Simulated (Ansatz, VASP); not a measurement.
**Two plane-wave programs on TaN**

The input INCAR:

```
SYSTEM = TaN
PREC     = Accurate       ! precision mode
ENCUT    = 520            ! plane-wave cutoff, eV
EDIFF    = 1E-6           ! SCF threshold, eV
ISMEAR   = 0              ! smearing method
SIGMA    = 0.1            ! smearing width, eV
LREAL    = .False.        ! projectors in reciprocal space
LASPH    = .True.         ! aspherical terms in the spheres
NELM     = 80             ! most SCF steps
ALGO     = Normal         ! electronic algorithm
ISIF     = 2              ! what is computed and relaxed
LWAVE    = .False.        ! write WAVECAR
LCHARG   = .False.        ! write CHGCAR
GGA      = PS             ! functional
NBANDS   = 24             ! bands
```

Contents of KPOINTS:

```
Automatic mesh
0
Gamma
  15 15 8
  0 0 0
```

The input POSCAR:

```
TaN
1.0
    3.0203550799      0.0000000000      0.0000000000
   -1.5101775400      2.6157042277      0.0000000000
    0.0000000000      0.0000000000      5.1883832000
Ta N
2 2
Direct
    0.3333333333      0.6666666667     -0.0202429150
    0.6666666667      0.3333333333      0.4797570850
    0.3333333333      0.6666666667      0.4052429150
    0.6666666667      0.3333333333      0.9052429150
```

Input for Ansatz:

```yaml
crystal:
  lattice:
    - [3.0203550799, 0.0, 0.0]
    - [-1.51017754, 2.6157042277, 0.0]
    - [0.0, 0.0, 5.1883832]
  atoms:
    - { symbol: Ta, position: [0.3333333333, 0.6666666667, -0.020242915] }
    - { symbol: Ta, position: [0.6666666667, 0.3333333333, 0.479757085] }
    - { symbol: "N", position: [0.3333333333, 0.6666666667, 0.405242915] }
    - { symbol: "N", position: [0.6666666667, 0.3333333333, 0.905242915] }
basis:
  ecutwfc: 420
kpoints:
  mp_grid: { grid: [15, 15, 8] }
hamiltonian:
  xc: pbesol
scf:
  occupations: { method: gaussian, width: 0.1 }
output:
  forces: true
  stress: true
  eigenvalues: true
  populations: true
```

Alike in both runs: task single point; functional PBEsol; k mesh 15 × 15 × 8; occupations gaussian, width 0.1 eV; no spin polarisation.

```csv
,VASP,Ansatz
version,VASP 6.6.1,Ansatz 0.2.0
potentials or method,"VASP PAW PBE potentials, release 64 (Ta_pv, N), cutoff 520 eV","scalar-relativistic, plane waves, PAW"
valence electrons in the cell,32,36
```

Ansatz gave:

* gap on the k mesh at the Fermi level (eV): none
* pressure (GPa): 131.4
* traceless stress, the component that is largest in VASP (GPa): -96.09
* rms of the force components (eV/Å): 2.805

Question: Estimate VASP's values.

Answer: gap on the k mesh at the Fermi level (eV): none; pressure (GPa): 135.0; traceless stress, the component that is largest in VASP (GPa): -98.51; rms of the force components (eV/Å): 2.893.

VASP's potentials were made for PBE, not for PBEsol. Atom by atom the forces differ by 0.088 eV/Å (rms over components). A gap of «none» marks a metal or a gap that the smearing closes. Both programs put the cell under a high pressure, so it lies far from rest at this level. With one functional, cell and mesh, what is left measures potentials, basis and numerics. VASP's potentials hold 32 valence electrons a cell and Ansatz's 36, so a difference there can come from the potentials and not from the codes.

Spin-orbit coupling is off throughout. Noted on VASP's run: the cell as given lies far from equilibrium.
